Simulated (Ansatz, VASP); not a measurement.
**Ta: VASP beside Ansatz**

POSCAR

```
Ta
1.0
   -1.6533592789      1.6533592789      1.6533592789
    1.6533592789     -1.6533592789      1.6533592789
    1.6533592789      1.6533592789     -1.6533592789
Ta
1
Direct
    0.0000000000      0.0000000000      0.0000000000
```

INCAR.step1

```
PREC = Accurate
ENCUT = 520
ISMEAR = -1
SIGMA = 0.03
LREAL = F
LASPH = T
NELM = 80
NBANDS = 12
GGA = PE
ALGO = Normal
EDIFF = 1E-4
LWAVE = T
LCHARG = F
```

Contents of INCAR.step2:

```
PREC = Accurate
ENCUT = 520
EDIFF = 1E-6
ISMEAR = -1
SIGMA = 0.03
LREAL = F
LASPH = T
NELM = 80
ALGO = Normal
ISIF = 2
LWAVE = F
LCHARG = F
METAGGA = R2SCAN
LMIXTAU = T
NBANDS = 12
ISTART = 1
```

KPOINTS

```
regular mesh
0
Gamma
  13 13 13
```

Input for Ansatz:

```yaml
crystal:
  lattice:
    - [-1.6533592789, 1.6533592789, 1.6533592789]
    - [1.6533592789, -1.6533592789, 1.6533592789]
    - [1.6533592789, 1.6533592789, -1.6533592789]
  atoms:
    - { symbol: Ta, position: [0.0, 0.0, 0.0] }
hamiltonian:
  xc: r2scan
  pseudopotentials:
    kind: paw
    azcp:
      Ta: "pseudopotentials/Ta.paw.azcp"
basis:
  ecutwfc: 500
  fft_grid_basis: typed
kpoints:
  mp_grid: { grid: [13, 13, 13], shift: [0, 0, 0] }
magnetization:
  spin_polarized: false
scf:
  occupations: { method: fermi_dirac, width: 0.03 }
  lower_state_search: "off"
output:
  stress: true
```

Alike in both runs: task single point; functional r2SCAN; k mesh 13 × 13 × 13; occupations fermi-dirac, width 0.03 eV; no spin polarisation.

|  | VASP | Ansatz |
| --- | --- | --- |
| version | VASP 6.6.1 | Ansatz 0.2.0 |
| potentials or method | VASP PAW PBE potentials, release 64 (Ta_pv), cutoff 520 eV | plane waves (500 eV) with PAW, scalar-relativistic |
| valence electrons in the cell | 11 | 13 |

|  | VASP | Ansatz | Ansatz less VASP |
| --- | --- | --- | --- |
| pressure (GPa) | 0.7 | 0.0 | -0.65 |

VASP's potentials were made for PBE, not for r2SCAN. VASP's potentials hold 11 valence electrons a cell and Ansatz's 13, so a difference there can come from the potentials and not from the codes.

Neither program's run includes spin-orbit coupling.
